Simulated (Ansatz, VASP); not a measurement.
Os in VASP and in Ansatz

File INCAR:

```
  PREC = Accurate
  ENCUT = 520
  EDIFF = 1E-6
  ISMEAR = -1
  SIGMA = 0.05
  LREAL = F
  LASPH = T
  NELM = 80
  ALGO = Normal
  ISIF = 2
  LWAVE = F
  LCHARG = F
  NBANDS = 10
```

Contents of KPOINTS:

```
regular mesh
0
Gamma
  17 17 17
```

File POSCAR:

```
Os
1.0
    2.4477735073      0.0000000000      0.0000000000
    0.0000000000      2.4477735073      0.0000000000
    0.0000000000      0.0000000000      2.4477735073
Os
1
Direct
    0.0000000000      0.0000000000      0.0000000000
```

Input for Ansatz:

```yaml
crystal:
  lattice:
    - [2.4477735073, 0.0, 0.0]
    - [0.0, 2.4477735073, 0.0]
    - [0.0, 0.0, 2.4477735073]
  atoms:
    - { symbol: Os, position: [0.0, 0.0, 0.0] }
kpoints:
  mp_grid: { grid: [17, 17, 17] }
scf:
  occupations: { method: fermi_dirac, width: 0.05 }
hamiltonian:
  xc: lda
  pseudopotentials: { kind: all_electron, lapw: { basis_error: 0.001 } }
output:
  forces: true
  stress: true
  eigenvalues: true
  populations: true
```

Change from the starting cell: volume scaled by 0.92, LAPW.

Alike in both runs: task single point; functional LDA; k mesh 17 × 17 × 17; occupations fermi-dirac, width 0.05 eV; no spin polarisation.

```csv
,VASP,Ansatz
version,VASP 6.6.1,Ansatz 0.2.0
potentials or method,"VASP PAW LDA potentials, release 64 (Os), cutoff 520 eV","all-electron LAPW, scalar-relativistic"
```

|  | VASP | Ansatz | Ansatz less VASP |
| --- | --- | --- | --- |
| pressure (GPa) | 31.6 | 31.1 | -0.51 |

LDA's correlation is that of Perdew and Zunger in VASP and of Perdew and Wang (1992) in Ansatz. Both programs put the cell under a high pressure, so it lies far from rest at this level. Ansatz ran all-electron here, and VASP with PAW potentials.

Neither program's run includes spin-orbit coupling.
